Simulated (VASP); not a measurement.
# RbBr (P4/mmm) in VASP: a series of runs

The runs below take RbBr through single point, with PBE, r2SCAN, HSE06.

All numbers are computed with VASP 6.6.1; they aren't measurements. Logs are shortened: lines on timing, memory, paths and dates and some standing lists are left out, and cuts for length are marked.

## Step 1: The cell of the first run

The structure is tetragonal, space group P4/mmm (No. 123). Conventional cell: a = 4.128 Å, b = 4.128 Å, c = 3.983 Å, α = 90.00°, β = 90.00°, γ = 90.00°. Rb (site symmetry 4/mmm) has 8 Br at 3.53 Å and 6 Rb at 3.98 to 4.13 Å within 4.6 Å. Within 4.6 Å of Br (site symmetry 4/mmm) lie 8 Rb at 3.53 Å and 6 Br at 3.98 to 4.13 Å.

## Step 2: Single point, PBE (uniaxial z strain -3.5%)

File INCAR:

```
SYSTEM = RbBr
  ALGO = Normal
  EDIFF = 1E-6
  ENCUT = 520
  GGA = PE
  ISIF = 2
  ISMEAR = -1
  LASPH = .True.
  LCHARG = .False.
  LREAL = .False.
  LWAVE = .False.
  NBANDS = 15
  NELM = 80
  PREC = Accurate
  SIGMA = 0.02
```

File KPOINTS:

```
k-points
0
Gamma
  6 6 6
  0 0 0
```

File POSCAR:

```
RbBr
1.0
    4.1279266522      0.0000000000      0.0000000000
    0.0000000000      4.1279266522      0.0000000000
    0.0000000000      0.0000000000      3.9834492194
Rb Br
1 1
Direct
    0.0000000000      0.0000000000      0.0000000000
    0.5000000000      0.5000000000      0.5000000000
```

Potentials or basis: VASP PAW PBE potentials, release 64 (Rb_sv, Br).

Run with:

```bash
> cat potpaw_PBE.64/Rb_sv/POTCAR potpaw_PBE.64/Br/POTCAR > POTCAR
> mpirun -np 1 vasp_std > vasp.out
```

OUTCAR:

```text
SYSTEM = RbBr
   EDIFF = 1E-6
   ENCUT = 520
   GGA = PE
   ISIF = 2
   ISMEAR = -1
   LASPH = .True.
   LREAL = .False.
   NELM = 80
   PREC = Accurate

 ion  position               nearest neighbor table
   1  0.000  0.000  0.000-   2 3.53   2 3.53   2 3.53   2 3.53   2 3.53   2 3.53   2 3.53   2 3.53

   2  0.500  0.500  0.500-   1 3.53   1 3.53   1 3.53   1 3.53   1 3.53   1 3.53   1 3.53   1 3.53

  LATTYP: Found a simple tetragonal cell.
 ALAT       =     4.1279266522
 C/A-ratio  =     0.9650000000

  Lattice vectors:

 A1 = (   4.1279266522,   0.0000000000,   0.0000000000)
 A2 = (   0.0000000000,   4.1279266522,   0.0000000000)
 A3 = (   0.0000000000,   0.0000000000,   3.9834492194)

Analysis of symmetry for initial positions (statically):
=====================================================================
 Subroutine PRICEL returns:
 Original cell was already a primitive cell.

 Routine SETGRP: Setting up the symmetry group for a
 simple tetragonal supercell.

 Subroutine GETGRP returns: Found 16 space group operations
 (whereof 16 operations were pure point group operations)
 out of a pool of 16 trial point group operations.

The static configuration has the point symmetry D_4h.

Analysis of symmetry for dynamics (positions and initial velocities):
=====================================================================
 Subroutine PRICEL returns:
 Original cell was already a primitive cell.

 Routine SETGRP: Setting up the symmetry group for a
 simple tetragonal supercell.

 Subroutine GETGRP returns: Found 16 space group operations
 (whereof 16 operations were pure point group operations)
 out of a pool of 16 trial point group operations.

The dynamic configuration has the point symmetry D_4h.

 Subroutine INISYM returns: Found 16 space group operations
 (whereof 16 operations are pure point group operations),
 and found     1 'primitive' translations

----------------------------------------------------------------------------------------

                                     Primitive cell

  volume of cell :      67.8771

  direct lattice vectors                    reciprocal lattice vectors
     4.127926652  0.000000000  0.000000000     0.242252366  0.000000000  0.000000000
     0.000000000  4.127926652  0.000000000     0.000000000  0.242252366  0.000000000
     0.000000000  0.000000000  3.983449219     0.000000000  0.000000000  0.251038722

  length of vectors
     4.127926652  4.127926652  3.983449219     0.242252366  0.242252366  0.251038722

  position of ions in fractional coordinates (direct lattice)
     0.000000000  0.000000000  0.000000000
     0.500000000  0.500000000  0.500000000

  ion indices of the primitive-cell ions
   primitive index   ion index
                 1           1
                 2           2

----------------------------------------------------------------------------------------

 KPOINTS: k-points

Automatic generation of k-mesh.
 Grid dimensions read from file:
 generate k-points for:    6    6    6

 Generating k-lattice:

  Cartesian coordinates                     Fractional coordinates (reciprocal lattice)
     0.040375394  0.000000000  0.000000000     0.166666667  0.000000000  0.000000000
     0.000000000  0.040375394  0.000000000     0.000000000  0.166666667  0.000000000
     0.000000000  0.000000000  0.041839787     0.000000000  0.000000000  0.166666667

  Length of vectors
     0.040375394  0.040375394  0.041839787

  Shift w.r.t. Gamma in fractional coordinates (k-lattice)
     0.000000000  0.000000000  0.000000000

 Subroutine IBZKPT returns following result:
 ===========================================

 Found     40 irreducible k-points:

 Following reciprocal coordinates:
            Coordinates               Weight
  0.000000  0.000000  0.000000      1.000000
  0.166667  0.000000  0.000000      4.000000
  0.333333  0.000000  0.000000      4.000000
  0.500000  0.000000  0.000000      2.000000
  0.166667  0.166667  0.000000      4.000000
  0.333333  0.166667  0.000000      8.000000
[... 16 lines left out ...]
  0.333333  0.000000  0.333333      8.000000
  0.500000  0.000000  0.333333      4.000000
 [... further k-points ...]
   k-points           NKPTS =     40   k-points in BZ     NKDIM =     40   number of bands    NBANDS=     15
   number of dos      NEDOS =    301   number of ions     NIONS =      2
   total plane-waves  NPLWV =  30720
   dimension x,y,z NGX =    32 NGY =   32 NGZ =   30
   dimension x,y,z NGXF=    64 NGYF=   64 NGZF=   60
   ions per type =               1   1
   NGX,Y,Z   is equivalent  to a cutoff of  12.89, 12.89, 12.52 a.u.
   NGXF,Y,Z  is equivalent  to a cutoff of  25.78, 25.78, 25.04 a.u.
 SYSTEM =  RbBr
   PREC   = accura    normal or accurate (medium, high low for compatibility)
   ISTART =      0    job   : 0-new  1-cont  2-samecut
   ICHARG =      2    charge: 1-file 2-atom 10-const
   ISPIN  =      1    spin polarized calculation?
   LNONCOLLINEAR =      F non collinear calculations
   LSORBIT =      F    spin-orbit coupling
   LASPH  =      T    aspherical Exc in radial PAW
   ENCUT  =  520.0 eV  38.22 Ry    6.18 a.u.   7.68  7.68  7.41*2*pi/ulx,y,z
   NELM   =     80;   NELMIN=  2; NELMDL= -5     # of ELM steps
   EDIFF  = 0.1E-05   stopping-criterion for ELM
   LREAL  =      F    real-space projection
   EDIFFG = 0.1E-04   stopping-criterion for IOM
   NSW    =      0    number of steps for IOM
   IBRION =     -1    ionic relax: 0-MD 1-quasi-New 2-CG
   NFREE  =      0    steps in history (QN), initial steepest desc. (CG)
   ISIF   =      2    stress and relaxation
   ISYM   =      2    0-nonsym 1-usesym 2-fastsym
   POTIM  = 0.5000    time-step for ionic-motion
   TEBEG  =    0.0;   TEEND  =   0.0 temperature during run
   PSTRESS=    0.0 pullay stress
   NELECT =      16.0000    total number of electrons
   NUPDOWN=      -1.0000    fix difference up-down
   EMIN   =  10.00;   EMAX   =-10.00  energy-range for DOS
   EFERMI =   0.00;   METHOD = LEGACY
   ISMEAR =    -1;   SIGMA  =   0.02  broadening in eV -4-tet -1-fermi 0-gaus
   EFERMI_NEDOS =   21; number of points for ismear=-14 and -15
   IALGO  =     38    algorithm
   IMIX   =      4    mixing-type and parameters
     AMIX     =   0.40;   BMIX     =  1.00
     AMIX_MAG =   1.60;   BMIX_MAG =  1.00
  volume/ion in A,a.u.               =      33.94       229.03
  Fermi-wavevector in a.u.,A,eV,Ry     =   1.011285  1.911052 13.914654  1.022698
  Thomas-Fermi vector in A             =   2.144326
   LORBIT       =      0    0 simple, 1 ext, 2 COOP (PROOUT), +10 PAW based schemes
   GGA     = PE    functional components
[... 5 lines left out ...]
 non-spin polarized calculation
  energy-cutoff  :      520.00
  volume of cell :       67.88
 maximum number of plane-waves:      1862
 NGX is ok and might be reduce to    32
   NGX = 15   NGY = 15   NGZ = 15

 number of electron      16.0000000 magnetization

 Free energy of the ion-electron system (eV)
  ---------------------------------------------------
  ext. energy  EPLUGINS =         0.00000000
  ---------------------------------------------------
  free energy    TOTEN  =        -5.97300439 eV

  energy without entropy =       -5.97300439  energy(sigma->0) =       -5.97300439

 E-fermi :   0.0515     XC(G=0):  -8.0759

 val. band max:       -0.3785092964   @ k =   0.5000   0.5000   0.0000
 cond. band min:       3.6942163884   @ k =   0.0000   0.0000   0.0000
 fundamental gap:      4.0727256849
 Fermi energy:         0.0514856800

 k-point     1 :       0.0000    0.0000    0.0000
  band No.  band energies     occupation
      1     -25.5588      2.00000
      2     -13.1702      2.00000
      3      -9.5462      2.00000
      4      -9.5462      2.00000
      5      -9.5097      2.00000
      6      -0.7087      2.00000
      7      -0.7087      2.00000
      8      -0.5177      2.00000
      9       3.6942      0.00000
     10       4.9729      0.00000
     11       5.1242      0.00000
     12       9.3150      0.00000
     13       9.6391      0.00000
     14       9.6391      0.00000
     15      12.0480      0.00000

 k-point     2 :       0.1667    0.0000    0.0000
  band No.  band energies     occupation
      1     -25.5536      2.00000
      2     -13.1726      2.00000
      3      -9.5748      2.00000
      4      -9.5333      2.00000
      5      -9.4983      2.00000
      6      -1.2139      2.00000
      7      -0.7373      2.00000
      8      -0.5369      2.00000
      9       4.3665      0.00000
     10       5.2967      0.00000
     11       5.6105      0.00000
     12       9.2480      0.00000
     13       9.5303      0.00000
     14       9.7902      0.00000
     15      10.8903      0.00000

 k-point     3 :       0.3333    0.0000    0.0000
  band No.  band energies     occupation
      1     -25.5430      2.00000
      2     -13.1797      2.00000
      3      -9.6228      2.00000
      4      -9.5072      2.00000
      5      -9.4752      2.00000
      6      -1.9813      2.00000
      7      -0.7961      2.00000
      8      -0.5770      2.00000
      9       5.6627      0.00000
     10       5.9290      0.00000
     11       6.8555      0.00000
     12       9.1717      0.00000
     13       9.3061      0.00000
     14       9.4872      0.00000
     15      10.1623      0.00000
[... 343 lines left out ...]
 k-point    23 :       0.3333    0.0000    0.3333
  band No.  band energies     occupation
      1     -25.5212      2.00000
      2     -13.0469      2.00000
      3      -9.8104      2.00000
      4      -9.6928      2.00000
      5      -9.4686      2.00000
      6      -1.6805      2.00000
      7      -1.4019      2.00000
      8      -0.6547      2.00000
      9       5.5147      0.00000
     10       6.0539      0.00000
     11       7.7574      0.00000
     12       8.4458      0.00000
     13       8.4561      0.00000
     14       8.9529      0.00000
     15      10.6768      0.00000

 k-point    24 :       0.5000    0.0000    0.3333
  band No.  band energies     occupation
      1     -25.5163      2.00000
      2     -13.0113      2.00000
      3      -9.8227      2.00000
      4      -9.7870      2.00000
      5      -9.4590      2.00000
      6      -1.7397      2.00000
      7      -1.4170      2.00000
      8      -0.6182      2.00000
      9       5.3163      0.00000
     10       5.9272      0.00000
     11       7.6931      0.00000
     12       7.8477      0.00000
     13       8.8370      0.00000
     14      10.1045      0.00000
     15      11.0922      0.00000

 [... further k-points ...]
[... 5 lines left out ...]
  --------------------------------------------------------------------------------------
  -------------------------------------------------------------------------------------
  Total        0.4793675      0.4793675      0.9517129      0.0000000      0.0000000      0.0000000
  in kB       11.3150353     11.3150353     22.4643221      0.0000000      0.0000000      0.0000000
  external PRESSURE =      15.0314642 kB  Pullay stress =       0.0000000 kB

 VOLUME and BASIS-vectors are now :
 -----------------------------------------------------------------------------
  energy-cutoff  :      520.00
  volume of cell :       67.88
      direct lattice vectors                 reciprocal lattice vectors
     4.127926652  0.000000000  0.000000000     0.242252366  0.000000000  0.000000000
     0.000000000  4.127926652  0.000000000     0.000000000  0.242252366  0.000000000
     0.000000000  0.000000000  3.983449219     0.000000000  0.000000000  0.251038722

 POSITION                                       TOTAL-FORCE (eV/Angst)
 -----------------------------------------------------------------------------------
      0.00000      0.00000      0.00000         0.000000      0.000000      0.000000
      2.06396      2.06396      1.99172         0.000000      0.000000      0.000000
 -----------------------------------------------------------------------------------
    total drift:                                0.000000      0.000000     -0.000000

  FREE ENERGIE OF THE ION-ELECTRON SYSTEM (eV)
  ---------------------------------------------------
  free  energy   TOTEN  =        -5.9730043859 eV

  energy  without entropy=       -5.9730043859  energy(sigma->0) =       -5.97300439
```

Wall time 25 s (1 thread of Intel Xeon Platinum 8488C (Sapphire Rapids), shared host); peak memory 0.19 GiB.

Results:

- Free energy: -5.9730 eV
- Pressure: 1.5 GPa
- Band gap on the k mesh: 4.07 eV, indirect (least direct gap 4.21 eV)

Stress tensor (GPa, compression positive):
```
1.13 0.00 0.00
0.00 1.13 0.00
0.00 0.00 2.25
```

Levels at points of the mesh, in eV from the valence-band top:
| k point | band 4 | band 5 | band 6 | band 7 | band 8 | band 9 | band 10 | band 11 | band 12 | band 13 |
| --- | --- | --- | --- | --- | --- | --- | --- | --- | --- | --- |
| (0.00, 0.00, 0.00) | -9.17 | -9.13 | -0.33 | -0.33 | -0.14 | 4.07 | 5.35 | 5.50 | 9.69 | 10.02 |
| (0.50, 0.00, 0.00) | -9.12 | -9.08 | -1.92 | -0.45 | -0.22 | 6.72 | 7.12 | 7.66 | 8.64 | 9.93 |
| (0.50, 0.50, 0.00) | -9.49 | -9.05 | -1.20 | -1.20 | 0.00 | 5.15 | 6.31 | 8.12 | 8.12 | 10.90 |
| (0.00, 0.00, 0.50) | -9.10 | -9.10 | -1.94 | -0.40 | -0.40 | 6.84 | 7.18 | 7.85 | 8.56 | 9.67 |
| (0.50, 0.00, 0.50) | -9.46 | -9.07 | -1.26 | -1.16 | -0.16 | 5.24 | 6.04 | 7.70 | 7.82 | 10.95 |
| (0.50, 0.50, 0.50) | -9.37 | -9.37 | -1.58 | -1.51 | -1.51 | 8.18 | 8.18 | 8.35 | 9.28 | 9.28 |

Caveat: the cell differs from its parent crystal (uniaxial z strain -3.5%). A k mesh can miss the band edges.

## Step 3: Single point, PBE (biaxial xy strain -1.0%)

File INCAR:

```
SYSTEM = RbBr
PREC = Accurate
ENCUT = 520
EDIFF = 1E-6
ISMEAR = -1
SIGMA = 0.02
LREAL = .FALSE.
LASPH = .TRUE.
NELM = 100
ALGO = Normal
ISIF = 2
LWAVE = .FALSE.
LCHARG = .TRUE.
GGA = PE
LELF = .TRUE.
LVHAR = .TRUE.
NBANDS = 15
```

File KPOINTS:

```
regular mesh
0
G
  6 6 6
  0 0 0
```

File POSCAR:

```
RbBr
1.0
    4.0849962150      0.0000000000      0.0000000000
    0.0000000000      4.0849962150      0.0000000000
    0.0000000000      0.0000000000      4.1279266522
Rb Br
1 1
Direct
    0.0000000000      0.0000000000      0.0000000000
    0.5000000000      0.5000000000      0.5000000000
```

Potentials or basis: VASP PAW PBE potentials, release 64 (Rb_sv, Br).

Run with:

```bash
> cat potpaw_PBE.64/Rb_sv/POTCAR potpaw_PBE.64/Br/POTCAR > POTCAR
> mpirun -np 1 vasp_std > vasp.out
```

Run time: 24 s. Hardware: 1 thread of Intel Xeon Platinum 8488C (Sapphire Rapids), shared host; peak memory 0.19 GiB.

The run converged. Its results:

```yaml
Free_energy: -5.9866 eV
Pressure: 1.2 GPa
Band_gap_on_the_k_mesh: 4.13 eV, indirect (least direct gap 4.28 eV)
```

Stress tensor (GPa, compression positive):
```
1.30 0.00 0.00
0.00 1.30 0.00
0.00 0.00 0.98
```

Levels at points of the mesh, in eV from the valence-band top:
```
           k point  band 4  band 5  band 6  band 7  band 8  band 9  band 10  band 11  band 12  band 13
(0.00, 0.00, 0.00)   -9.07   -9.07   -0.21   -0.15   -0.15    4.13     5.52     5.56     9.94     9.94
(0.50, 0.00, 0.00)   -9.02   -9.02   -1.79   -0.29   -0.23    6.88     7.18     7.76     8.69     9.87
(0.50, 0.50, 0.00)   -9.40   -8.99   -1.09   -1.09   -0.05    5.32     6.17     7.90     7.90    10.97
(0.00, 0.00, 0.50)   -9.02   -9.02   -1.78   -0.24   -0.24    6.86     7.17     7.69     8.71     9.96
(0.50, 0.00, 0.50)   -9.38   -8.98   -1.10   -1.08    0.00    5.29     6.25     7.98     8.02    10.92
(0.50, 0.50, 0.50)   -9.32   -9.29   -1.41   -1.41   -1.39    8.26     8.30     8.30     9.37     9.47
```

Caveat: the cell differs from its parent crystal (biaxial xy strain -1.0%). A k mesh can miss the band edges.

[end of part 1 of 2]
